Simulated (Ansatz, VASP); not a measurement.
**AlN in VASP and in Ansatz**

The input INCAR:

```
SYSTEM = AlN
ALGO = Normal
EDIFF = 1E-6
ENCUT = 520
GGA = PE
ISIF = 2
ISMEAR = 0
LASPH = .True.
LCHARG = .False.
LREAL = .False.
LWAVE = .False.
NBANDS = 11
NELM = 100
PREC = Accurate
SIGMA = 0.02
```

File KPOINTS:

```
k-points
0
Gamma
  10 10 10
  0 0 0
```

File POSCAR:

```
AlN
1.0
    0.0022379698      1.9413777660      1.9698203276
    1.9760662979      0.0001424163      1.9719158811
    1.9700848149      1.9374918366      0.0061238992
Al N
1 1
Direct
    0.4953256742      0.4114384832      0.5086212066
    0.0046743258      0.0885615168     -0.0086212066
```

Input for Ansatz:

```yaml
crystal:
  lattice:
    - [0.0022379698, 1.941377766, 1.9698203276]
    - [1.9760662979, 0.0001424163, 1.9719158811]
    - [1.9700848149, 1.9374918366, 0.0061238992]
  atoms:
    - { symbol: Al, position: [0.4953256742, 0.4114384832, 0.5086212066] }
    - { symbol: "N", position: [0.0046743258, 0.0885615168, -0.0086212066] }
basis:
  ecutwfc: 420
kpoints:
  mp_grid: { grid: [10, 10, 10] }
hamiltonian:
  xc: pbe
scf:
  occupations: { method: gaussian, width: 0.02 }
output:
  forces: true
  stress: true
  eigenvalues: true
  populations: true
  write_density: true
  write_potential: true
  elf: true
  volumetric_format: npy
```

Change from the starting cell: all atoms moved at random, cell strained at random.

Alike in both runs: task single point; functional PBE; k mesh 10 × 10 × 10; occupations gaussian, width 0.02 eV; no spin polarisation.

```csv
,VASP,Ansatz
version,VASP 6.6.1,Ansatz 0.2.0
potentials or method,"VASP PAW PBE potentials, release 64 (Al, N), cutoff 520 eV","scalar-relativistic, plane waves, PAW"
valence electrons in the cell,8,8
```

|  | VASP | Ansatz | Ansatz less VASP |
| --- | --- | --- | --- |
| gap on the k mesh at the Fermi level (eV) | 4.26 | 4.29 | +0.031 |
| least direct gap on the mesh (eV) | 6.47 | 6.45 | -0.024 |
| pressure (GPa) | 84.6 | 84.1 | -0.44 |
| traceless stress, the component that is largest in VASP (GPa) | -58.62 | -57.89 | +0.732 |
| rms of the force components (eV/Å) | 3.797 | 3.764 | -0.0329 |

Atom by atom the forces differ by 0.033 eV/Å (rms over components). Both programs put the cell under a high pressure, so it lies far from rest at this level. With one functional, cell and mesh, what is left measures potentials, basis and numerics.

Noted on VASP's run: the cell as given lies far from equilibrium.
